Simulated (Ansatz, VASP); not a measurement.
One calculation of VMo3S8, two programs

```
V Mo S
1.0
     3.18880    0.00033    0.00843
    -1.59401    2.76157   -0.00591
     0.06928   -0.02607   27.95123
V Mo S
1 3 8
Cartesian
  -0.0630 0.0188 0.0137
  -0.0201 -0.0181 6.8276
  0.0376 -0.0090 13.9779
  0.1487 -0.0304 21.1077
  1.5794 0.9019 5.2453
  1.6360 0.9110 12.3964
  1.7474 0.8896 19.5269
  1.6051 0.9112 26.5022
  -0.0664 1.8595 1.4789
  -0.0242 1.8245 8.4112
  0.0341 1.8336 15.5618
  0.1457 1.8115 22.6924
```

Change from the starting cell: cell x1, atoms moved at random (sigma 0.15 Å) and cell strained at random (1.5 %), then relaxed without symmetry.

Alike in both runs: functional PBE; k mesh 6 × 6 × 1; occupations gaussian, width 0.2 eV; no spin polarisation.

Ansatz relaxed the structure, and its values are those at the end. VASP's run is a single point on that final structure, the one shown.

|  | VASP | Ansatz |
| --- | --- | --- |
| version | VASP 6.6.1 | Ansatz 0.2.0 |
| potentials or method | VASP PAW PBE potentials, release 64 (V_sv, Mo_sv, S), cutoff 520 eV | scalar-relativistic, plane waves, PAW |
| valence electrons in the cell | 103 | 103 |

|  | VASP | Ansatz | Ansatz less VASP |
| --- | --- | --- | --- |
| gap on the k mesh at the Fermi level (eV) | none | none | - |
| pressure (GPa) | -0.1 | 0.0 | +0.09 |
| rms of the force components (eV/Å) | 0.009 | 0.007 | -0.0020 |

A gap of «none» marks a metal or a gap that the smearing closes.

The k mesh is coarse, so the values compare programs but aren't converged.
